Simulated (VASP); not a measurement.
# W (I4/mmm) in VASP: a series of runs

The runs below take W through single point, with PBE.

Everything below comes from runs of VASP 6.6.1. Logs are shortened: lines on timing, memory, paths and dates and some standing lists are left out, and cuts for length are marked.

### 1 The cell of the first run

It takes space group I4/mmm (No. 139, tetragonal). Conventional cell: a = 3.195 Å, b = 3.195 Å, c = 3.354 Å, α = 90.00°, β = 90.00°, γ = 90.00°. Within 3.7 Å of W (site symmetry 4/mmm) lie 14 W at 2.81 to 3.35 Å.

### 2 Single point, PBE (strain +0.000 along x and y, +0.050 along z)

File INCAR:

```
SYSTEM = W
PREC = Accurate
ENCUT = 520
EDIFF = 1E-6
ISMEAR = 0
SIGMA = 0.15
LREAL = .FALSE.
LASPH = .TRUE.
NELM = 60
ALGO = Fast
ISIF = 2
LWAVE = .FALSE.
LCHARG = .FALSE.
GGA = PE
NBANDS = 13
```

File KPOINTS:

```
Automatic mesh
0
G
  20 20 20
  0 0 0
```

File POSCAR:

```
W
1.0
   -1.5973000000      1.5973000000      1.6771650000
    1.5973000000     -1.5973000000      1.6771650000
    1.5973000000      1.5973000000     -1.6771650000
W
1
Direct
    0.0000000000      0.0000000000      0.0000000000
```

Potentials or basis: VASP PAW PBE potentials, release 64 (W_sv).

Command:

```bash
cat potpaw_PBE.64/W_sv/POTCAR > POTCAR
mpirun -np 1 vasp_std > vasp.out
```

OUTCAR:

```text
SYSTEM = W
   PREC = Accurate
   ENCUT = 520
   EDIFF = 1E-6
   ISMEAR = 0
   LREAL = .FALSE.
   LASPH = .TRUE.
   NELM = 60
   ISIF = 2
   GGA = PE

 ion  position               nearest neighbor table
   1  0.000  0.000  0.000-

  LATTYP: Found a body centered tetragonal cell.
 ALAT       =     3.1946000000
 C/A-ratio  =     1.0500000000

  Lattice vectors:

 A1 = (  -1.5973000000,   1.5973000000,   1.6771650000)
 A2 = (   1.5973000000,  -1.5973000000,   1.6771650000)
 A3 = (   1.5973000000,   1.5973000000,  -1.6771650000)

Analysis of symmetry for initial positions (statically):
=====================================================================
 Subroutine PRICEL returns:
 Original cell was already a primitive cell.

 Routine SETGRP: Setting up the symmetry group for a
 body centered tetragonal supercell.

 Subroutine GETGRP returns: Found 16 space group operations
 (whereof 16 operations were pure point group operations)
 out of a pool of 16 trial point group operations.

The static configuration has the point symmetry D_4h.

Analysis of symmetry for dynamics (positions and initial velocities):
=====================================================================
 Subroutine PRICEL returns:
 Original cell was already a primitive cell.

 Routine SETGRP: Setting up the symmetry group for a
 body centered tetragonal supercell.

 Subroutine GETGRP returns: Found 16 space group operations
 (whereof 16 operations were pure point group operations)
 out of a pool of 16 trial point group operations.

The dynamic configuration has the point symmetry D_4h.

 Subroutine INISYM returns: Found 16 space group operations
 (whereof 16 operations are pure point group operations),
 and found     1 'primitive' translations

----------------------------------------------------------------------------------------

                                     Primitive cell

  volume of cell :      17.1163

  direct lattice vectors                    reciprocal lattice vectors
    -1.597300000  1.597300000  1.677165000     0.000000000  0.313028235  0.298122129
     1.597300000 -1.597300000  1.677165000     0.313028235  0.000000000  0.298122129
     1.597300000  1.597300000 -1.677165000     0.313028235  0.313028235  0.000000000

  length of vectors
     2.813470636  2.813470636  2.813470636     0.432277087  0.432277087  0.442688776

  position of ions in fractional coordinates (direct lattice)
     0.000000000  0.000000000  0.000000000

  ion indices of the primitive-cell ions
   primitive index   ion index
                 1           1

----------------------------------------------------------------------------------------

 KPOINTS: Automatic mesh

Automatic generation of k-mesh.
 Grid dimensions read from file:
 generate k-points for:   20   20   20

 Generating k-lattice:

  Cartesian coordinates                     Fractional coordinates (reciprocal lattice)
     0.000000000  0.015651412  0.014906106     0.050000000  0.000000000  0.000000000
     0.015651412  0.000000000  0.014906106     0.000000000  0.050000000  0.000000000
     0.015651412  0.015651412  0.000000000     0.000000000  0.000000000  0.050000000

  Length of vectors
     0.021613854  0.021613854  0.022134439

  Shift w.r.t. Gamma in fractional coordinates (k-lattice)
     0.000000000  0.000000000  0.000000000

 Subroutine IBZKPT returns following result:
 ===========================================

 Found    641 irreducible k-points:

 Following reciprocal coordinates:
            Coordinates               Weight
  0.000000  0.000000  0.000000      1.000000
  0.050000 -0.000000  0.000000      8.000000
  0.100000  0.000000 -0.000000      8.000000
  0.150000  0.000000 -0.000000      8.000000
  0.200000  0.000000 -0.000000      8.000000
  0.250000  0.000000 -0.000000      8.000000
[... 16 lines left out ...]
 -0.400000  0.050000 -0.000000     16.000000
 -0.350000  0.050000  0.000000     16.000000
 [... further k-points ...]
   k-points           NKPTS =    641   k-points in BZ     NKDIM =    641   number of bands    NBANDS=     13
   number of dos      NEDOS =    301   number of ions     NIONS =      1
   total plane-waves  NPLWV =  13824
   dimension x,y,z NGX =    24 NGY =   24 NGZ =   24
   dimension x,y,z NGXF=    48 NGYF=   48 NGZF=   48
   ions per type =               1
   NGX,Y,Z   is equivalent  to a cutoff of  14.18, 14.18, 14.18 a.u.
   NGXF,Y,Z  is equivalent  to a cutoff of  28.36, 28.36, 28.36 a.u.
 SYSTEM =  W
   PREC   = accura    normal or accurate (medium, high low for compatibility)
   ISTART =      0    job   : 0-new  1-cont  2-samecut
   ICHARG =      2    charge: 1-file 2-atom 10-const
   ISPIN  =      1    spin polarized calculation?
   LNONCOLLINEAR =      F non collinear calculations
   LSORBIT =      F    spin-orbit coupling
   LASPH  =      T    aspherical Exc in radial PAW
   ENCUT  =  520.0 eV  38.22 Ry    6.18 a.u.   5.23  5.23  5.23*2*pi/ulx,y,z
   NELM   =     60;   NELMIN=  2; NELMDL= -5     # of ELM steps
   EDIFF  = 0.1E-05   stopping-criterion for ELM
   LREAL  =      F    real-space projection
   EDIFFG = 0.1E-04   stopping-criterion for IOM
   NSW    =      0    number of steps for IOM
   IBRION =     -1    ionic relax: 0-MD 1-quasi-New 2-CG
   NFREE  =      0    steps in history (QN), initial steepest desc. (CG)
   ISIF   =      2    stress and relaxation
   ISYM   =      2    0-nonsym 1-usesym 2-fastsym
   POTIM  = 0.5000    time-step for ionic-motion
   TEBEG  =    0.0;   TEEND  =   0.0 temperature during run
   PSTRESS=    0.0 pullay stress
   NELECT =      14.0000    total number of electrons
   NUPDOWN=      -1.0000    fix difference up-down
   EMIN   =  10.00;   EMAX   =-10.00  energy-range for DOS
   EFERMI =   0.00;   METHOD = LEGACY
   ISMEAR =     0;   SIGMA  =   0.15  broadening in eV -4-tet -1-fermi 0-gaus
   EFERMI_NEDOS =   21; number of points for ismear=-14 and -15
   IALGO  =     68    algorithm
   IMIX   =      4    mixing-type and parameters
     AMIX     =   0.40;   BMIX     =  1.00
     AMIX_MAG =   1.60;   BMIX_MAG =  1.00
  volume/ion in A,a.u.               =      17.12       115.51
  Fermi-wavevector in a.u.,A,eV,Ry     =   1.531021  2.893211 31.892416  2.344026
  Thomas-Fermi vector in A             =   2.638424
   LORBIT       =      0    0 simple, 1 ext, 2 COOP (PROOUT), +10 PAW based schemes
   GGA     = PE    functional components
   LHFCALC =     F    Hartree Fock is set to
   AEXX    =    0.0000 exact exchange contribution
   IVDW    =     0    specifies the selected vdW correction
   LEPSILON=     F    determine dielectric tensor
   LRPA    =     F    only Hartree local field effects (RPA)
 non-spin polarized calculation
 RMM-DIIS sequential band-by-band and
 Gauss-broadening in eV      SIGMA  =   0.15
  energy-cutoff  :      520.00
  volume of cell :       17.12
 maximum number of plane-waves:       476
 NGX is ok and might be reduce to    24
   NGX = 11   NGY = 11   NGZ = 11

 number of electron      14.0000001 magnetization

 Free energy of the ion-electron system (eV)
  ---------------------------------------------------
  ext. energy  EPLUGINS =         0.00000000
  ---------------------------------------------------
  free energy    TOTEN  =       -12.88849359 eV

  energy without entropy =      -12.88333077  energy(sigma->0) =      -12.88591218

 E-fermi :  10.3760     XC(G=0): -13.2112

 val. band max:       10.3739340378   @ k =  -0.2000  -0.4500   0.2000
 cond. band min:      10.3819652189   @ k =  -0.2500   0.5000   0.2500
 fundamental gap:      0.0080311811
 Fermi energy:        10.3760133231

 k-point     1 :       0.0000    0.0000    0.0000
  band No.  band energies     occupation
      1     -63.9294      2.00000
      2     -27.6020      2.00000
      3     -27.5844      2.00000
      4     -27.5844      2.00000
      5       1.1579      2.00000
      6       9.0885      2.00000
      7       9.0885      2.00000
      8       9.6545      2.00000
      9      12.0429      0.00000
     10      12.7848      0.00000
     11      24.1484      0.00000
     12      25.0181      0.00000
     13      25.0181      0.00000

 k-point     2 :       0.0500   -0.0000    0.0000
  band No.  band energies     occupation
      1     -63.9271      2.00000
      2     -27.6217      2.00000
      3     -27.5923      2.00000
      4     -27.5907      2.00000
      5       1.2671      2.00000
      6       9.0787      2.00000
      7       9.1052      2.00000
      8       9.6786      2.00000
      9      11.9728      0.00000
     10      12.7487      0.00000
     11      24.3324      0.00000
     12      25.1733      0.00000
     13      25.2025      0.00000

 k-point     3 :       0.1000    0.0000   -0.0000
  band No.  band energies     occupation
      1     -63.9205      2.00000
      2     -27.6950      2.00000
      3     -27.6151      2.00000
      4     -27.5924      2.00000
      5       1.5860      2.00000
      6       9.0337      2.00000
      7       9.0480      2.00000
      8       9.8670      2.00000
      9      11.7944      0.00000
     10      12.6797      0.00000
     11      24.7456      0.00000
     12      25.6332      0.00000
     13      25.7430      0.00000
[... 305 lines left out ...]
 k-point    23 :      -0.4000    0.0500   -0.0000
  band No.  band energies     occupation
      1     -63.8485      2.00000
      2     -28.4520      2.00000
      3     -27.8576      2.00000
      4     -27.6025      2.00000
      5       4.5469      2.00000
      6       7.6089      2.00000
      7       9.2179      2.00000
      8      11.9027      0.00000
      9      13.1188      0.00000
     10      14.3928      0.00000
     11      21.9356      0.00000
     12      22.7756      0.00000
     13      28.5653      0.00000

 k-point    24 :      -0.3500    0.0500    0.0000
  band No.  band energies     occupation
      1     -63.8602      2.00000
      2     -28.3344      2.00000
      3     -27.8169      2.00000
      4     -27.6034      2.00000
      5       4.2876      2.00000
      6       7.8248      2.00000
      7       8.7080      2.00000
      8      11.7545      0.00000
      9      12.9741      0.00000
     10      13.3815      0.00000
     11      23.3243      0.00000
     12      23.5902      0.00000
     13      30.1175      0.00000

 [... further k-points ...]

------------------------ aborting loop because EDIFF is reached ----------------------------------------

  FORCE on cell =-STRESS in cart. coord.  units (eV):
  Direction    XX          YY          ZZ          XY          YZ          ZX
  --------------------------------------------------------------------------------------
  -------------------------------------------------------------------------------------
  Total       -1.1622074     -1.1622074     -2.5563625      0.0000000     -0.0000000     -0.0000000
  in kB     -108.7891162   -108.7891162   -239.2898412      0.0000000     -0.0000000     -0.0000000
  external PRESSURE =    -152.2893578 kB  Pullay stress =       0.0000000 kB

 VOLUME and BASIS-vectors are now :
 -----------------------------------------------------------------------------
  energy-cutoff  :      520.00
  volume of cell :       17.12
      direct lattice vectors                 reciprocal lattice vectors
    -1.597300000  1.597300000  1.677165000     0.000000000  0.313028235  0.298122129
     1.597300000 -1.597300000  1.677165000     0.313028235  0.000000000  0.298122129
     1.597300000  1.597300000 -1.677165000     0.313028235  0.313028235  0.000000000

 POSITION                                       TOTAL-FORCE (eV/Angst)
 -----------------------------------------------------------------------------------
      0.00000      0.00000      0.00000         0.000000     -0.000000     -0.000000
 -----------------------------------------------------------------------------------
    total drift:                                0.000000      0.000000     -0.000000

  FREE ENERGIE OF THE ION-ELECTRON SYSTEM (eV)
  ---------------------------------------------------
  free  energy   TOTEN  =       -12.8884935920 eV

  energy  without entropy=      -12.8833307732  energy(sigma->0) =      -12.88591218
```

Wall time 2.8 min (1 thread of Intel Xeon 8259CL, shared host); peak memory 0.25 GiB.

What came out:

```yaml
Free_energy: -12.8885 eV
Pressure: -15.2 GPa
Band_gap_on_the_k_mesh: zero (bands 7 and 8 overlap by 5.35 eV)
```

Caveat: the cell differs from its parent crystal (strain +0.000 along x and y, +0.050 along z); the cell stands under tension; spin-orbit coupling is left out, which moves the levels of the heavy elements.

### 3 Single point, PBE (strain +0.025 along x and y, +0.000 along z)

Edit INCAR of step 2 so:

```diff
@@ -3,3 +3,3 @@
 ENCUT = 520
-EDIFF = 1E-6
+EDIFF = 1E-7
 ISMEAR = 0
```

File KPOINTS:

```
regular mesh
0
G
  20 20 20
  0 0 0
```

File POSCAR:

```
W
1.0
   -1.6372325000      1.6372325000      1.5973000000
    1.6372325000     -1.6372325000      1.5973000000
    1.6372325000      1.6372325000     -1.5973000000
W
1
Direct
    0.0000000000      0.0000000000      0.0000000000
```

Potentials or basis: VASP PAW PBE potentials, release 64 (W_sv).

Command:

```bash
cat potpaw_PBE.64/W_sv/POTCAR > POTCAR
mpirun -np 1 vasp_std > vasp.out
```

OUTCAR:

```text
SYSTEM = W
   PREC = Accurate
   ENCUT = 520
   EDIFF = 1E-7
   ISMEAR = 0
   LREAL = .FALSE.
   LASPH = .TRUE.
   NELM = 60
   ISIF = 2
   GGA = PE

 ion  position               nearest neighbor table
   1  0.000  0.000  0.000-

  LATTYP: Found a body centered tetragonal cell.
 ALAT       =     3.2744650000
 C/A-ratio  =     0.9756097561

  Lattice vectors:

 A1 = (  -1.6372325000,   1.6372325000,   1.5973000000)
 A2 = (   1.6372325000,  -1.6372325000,   1.5973000000)
 A3 = (   1.6372325000,   1.6372325000,  -1.5973000000)

Analysis of symmetry for initial positions (statically):
=====================================================================
 Subroutine PRICEL returns:
 Original cell was already a primitive cell.

 Routine SETGRP: Setting up the symmetry group for a
 body centered tetragonal supercell.

 Subroutine GETGRP returns: Found 16 space group operations
 (whereof 16 operations were pure point group operations)
 out of a pool of 16 trial point group operations.

[... 169 lines left out ...]
 k-point     1 :       0.0000    0.0000    0.0000
  band No.  band energies     occupation
      1     -63.9402      2.00000
      2     -27.6059      2.00000
      3     -27.6059      2.00000
      4     -27.5925      2.00000
      5       1.1532      2.00000
      6       9.0504      2.00000
      7       9.3527      2.00000
      8       9.3527      2.00000
      9      12.2264      0.00000
     10      12.6240      0.00000
     11      24.5447      0.00000
     12      24.5447      0.00000
     13      25.0046      0.00000
[... 354 lines left out ...]
  band No.  band energies     occupation
      1     -63.8702      2.00000
      2     -28.3321      2.00000
      3     -27.8536      2.00000
      4     -27.6159      2.00000
      5       4.3296      2.00000
      6       7.5531      2.00000
      7       8.7625      2.00000
      8      12.1747      0.00000
      9      12.8286      0.00000
     10      13.3718      0.00000
     11      23.1679      0.00000
     12      24.2218      0.00000
     13      29.5367      0.00000

 [... further k-points ...]

------------------------ aborting loop because EDIFF is reached ----------------------------------------

  FORCE on cell =-STRESS in cart. coord.  units (eV):
  Direction    XX          YY          ZZ          XY          YZ          ZX
  --------------------------------------------------------------------------------------
  -------------------------------------------------------------------------------------
  Total       -1.9230353     -1.9230353     -1.1560443      0.0000000      0.0000000     -0.0000000
  in kB     -179.8997870   -179.8997870   -108.1478431      0.0000000      0.0000000     -0.0000000
  external PRESSURE =    -155.9824724 kB  Pullay stress =       0.0000000 kB

 VOLUME and BASIS-vectors are now :
 -----------------------------------------------------------------------------
  energy-cutoff  :      520.00
  volume of cell :       17.13
      direct lattice vectors                 reciprocal lattice vectors
    -1.637232500  1.637232500  1.597300000     0.000000000  0.305393400  0.313028235
     1.637232500 -1.637232500  1.597300000     0.305393400  0.000000000  0.313028235
     1.637232500  1.637232500 -1.597300000     0.305393400  0.305393400  0.000000000

 POSITION                                       TOTAL-FORCE (eV/Angst)
 -----------------------------------------------------------------------------------
      0.00000      0.00000      0.00000         0.000000      0.000000     -0.000000
 -----------------------------------------------------------------------------------
    total drift:                                0.000000      0.000000      0.000000

  FREE ENERGIE OF THE ION-ELECTRON SYSTEM (eV)
  ---------------------------------------------------
  free  energy   TOTEN  =       -12.9047031942 eV

  energy  without entropy=      -12.9004514181  energy(sigma->0) =      -12.90257731
```

stdout:

```text
POSCAR found type information on POSCAR W
 POSCAR found :  1 types and       1 ions
 scaLAPACK will be used
 LDA part: xc-table for (Slater+PW92), standard interpolation
 POSCAR, INCAR and KPOINTS ok, starting setup
 FFT: planning ... GRIDC
 FFT: planning ... GRID_SOFT
 FFT: planning ... GRID
 WAVECAR not read
 entering main loop
WARNING in EDDRMM: call to ZHEGV failed, returncode =   8  4     13
WARNING in EDDRMM: call to ZHEGV failed, returncode =   8  4     13
WARNING in EDDRMM: call to ZHEGV failed, returncode =   8  4     11
WARNING in EDDRMM: call to ZHEGV failed, returncode =   8  4     13
WARNING in EDDRMM: call to ZHEGV failed, returncode =   6  3     12
```

Wall time 3.3 min (1 thread of Intel Xeon 8259CL, shared host); peak memory 0.26 GiB.

What came out:

| Property | Result |
| --- | --- |
| Free energy | -12.9047 eV |
| Pressure | -15.6 GPa |
| Band gap on the k mesh | zero (bands 7 and 8 overlap by 5.64 eV) |

Stress tensor (GPa, compression positive):
```
-17.99   0.00   0.00
  0.00 -17.99   0.00
  0.00   0.00 -10.81
```

Caveat: the cell differs from its parent crystal (strain +0.025 along x and y, +0.000 along z); the cell stands under tension; spin-orbit coupling is left out, which moves the levels of the heavy elements.

(Continued in part 2 of 2.)
